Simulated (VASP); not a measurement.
**WSe2: single point with PBEsol**

The system is WSe2, a slab with vacuum.

```
CELL_PARAMETERS angstrom
3.46647 0.00000 0.00000
-1.73323 3.00205 0.00000
0.00000 0.00000 16.06141
ATOMIC_POSITIONS crystal
W 0.00000 0.00000 0.00000
Se 0.33333 0.66667 0.09996
Se 0.33333 0.66667 0.90004
```

This cell differs from its parent crystal: biaxial strain in the a-b plane: +6.0 %.

| Quantity | Value |
| --- | --- |
| Program | VASP 6.6.1 |
| Task | single point |
| Functional | PBEsol |
| Potentials or basis | VASP PAW PBE potentials, release 64 (W_sv, Se) |
| Cutoff | 520 eV |
| k mesh | 12 × 12 × 2 |
| Occupations | gaussian, width 0.02 eV |
| Spin | no spin polarisation |

```
Largest force          : 0.020 eV/Å
Band gap on the k mesh : 0.80 eV (least direct gap 1.06 eV)
```

Forces in eV/Å, atoms in the order of the input:
```
W    0.000  0.000  0.000
Se   0.000  0.000  0.020
Se   0.000  0.000 -0.020
```

Levels at points of the mesh, in eV from the valence-band top:
| k point | band 9 | band 10 | band 11 | band 12 | band 13 | band 14 | band 15 | band 16 | band 17 | band 18 |
| --- | --- | --- | --- | --- | --- | --- | --- | --- | --- | --- |
| (0.00, 0.00, 0.00) | -2.88 | -1.76 | -1.76 | -1.71 | 0.00 | 2.43 | 2.43 | 2.75 | 2.75 | 3.73 |
| (0.50, 0.00, 0.00) | -4.17 | -3.27 | -1.81 | -1.53 | -1.00 | 1.68 | 2.00 | 3.40 | 4.08 | 4.12 |
| (0.00, 0.00, 0.50) | -2.88 | -1.76 | -1.76 | -1.71 | 0.00 | 2.43 | 2.43 | 2.75 | 2.75 | 3.74 |
| (0.50, 0.00, 0.50) | -4.17 | -3.27 | -1.81 | -1.53 | -1.00 | 1.68 | 2.00 | 3.40 | 4.08 | 4.12 |

Wall time 5.3 min on 1 thread of Intel Xeon 8259CL (shared host), peak memory 0.36 GiB.

Caveat: the cell differs from its parent crystal (biaxial strain in the a-b plane: +6.0 %); there is no dipole correction, which matters where the two faces differ; the PAW data sets were made with another functional, which shifts forces and pressure a little; spin-orbit coupling is left out, which moves the levels of the heavy elements.
